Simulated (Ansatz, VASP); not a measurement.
## Os in VASP and in Ansatz

File INCAR:

```
SYSTEM = Os
ALGO     = Normal         ! electronic algorithm
EDIFF    = 1E-8           ! SCF threshold, eV
ENCUT    = 520            ! plane-wave cutoff, eV
GGA      = PS             ! functional
ISIF     = 2              ! what is computed and relaxed
ISMEAR   = -1             ! smearing method
LASPH    = .True.         ! aspherical terms in the spheres
LCHARG   = .False.        ! write CHGCAR
LEFG     = .True.       
LREAL    = .False.        ! projectors in reciprocal space
LWAVE    = .False.        ! write WAVECAR
NBANDS   = 10             ! bands
NELM     = 60             ! most SCF steps
PREC     = Accurate       ! precision mode
SIGMA    = 0.03           ! smearing width, eV
```

File KPOINTS:

```
k-points
0
Gamma
  14 14 14
  0 0 0
```

POSCAR

```
Os
1.0
    0.0000000000      1.9450000000      1.9644500000
    1.9450000000      0.0000000000      1.9644500000
    1.9450000000      1.9450000000      0.0000000000
Os
1
Direct
    0.0000000000      0.0000000000      0.0000000000
```

Input for Ansatz:

```yaml
crystal:
  lattice:
    - [0.0, 1.945, 1.96445]
    - [1.945, 0.0, 1.96445]
    - [1.945, 1.945, 0.0]
  atoms:
    - { symbol: Os, position: [0.0, 0.0, 0.0] }
kpoints:
  mp_grid: { grid: [14, 14, 14] }
scf:
  occupations: { method: fermi_dirac, width: 0.03 }
hamiltonian:
  xc: pbesol
  pseudopotentials: { kind: all_electron, datasets: crystal }
output:
  forces: true
  stress: true
  eigenvalues: true
  efg: { contact_densities: true }
```

Change from the starting cell: zz strain of +1 %, crystal datasets.

Alike in both runs: task electric field gradients; functional PBEsol; k mesh 14 × 14 × 14; occupations fermi-dirac, width 0.03 eV; no spin polarisation.

```csv
,VASP,Ansatz
version,VASP 6.6.1,Ansatz 0.2.0
potentials or method,"VASP PAW PBE potentials, release 64 (Os), cutoff 520 eV","all-electron PAW with datasets made for the crystal, scalar-relativistic"
```

|  | VASP | Ansatz | Ansatz less VASP |
| --- | --- | --- | --- |
| pressure (GPa) | -23.2 | -23.1 | +0.14 |
| traceless stress, the component that is largest in VASP (GPa) | -1.56 | -1.57 | -0.012 |
| size of Vzz on the site where it differs most (V/Å²) | 1.0 | 0.9 | -0.07 |

VASP's potentials were made for PBE, not for PBEsol. Ansatz ran all-electron here, and VASP with PAW potentials.

Neither program's run includes spin-orbit coupling.
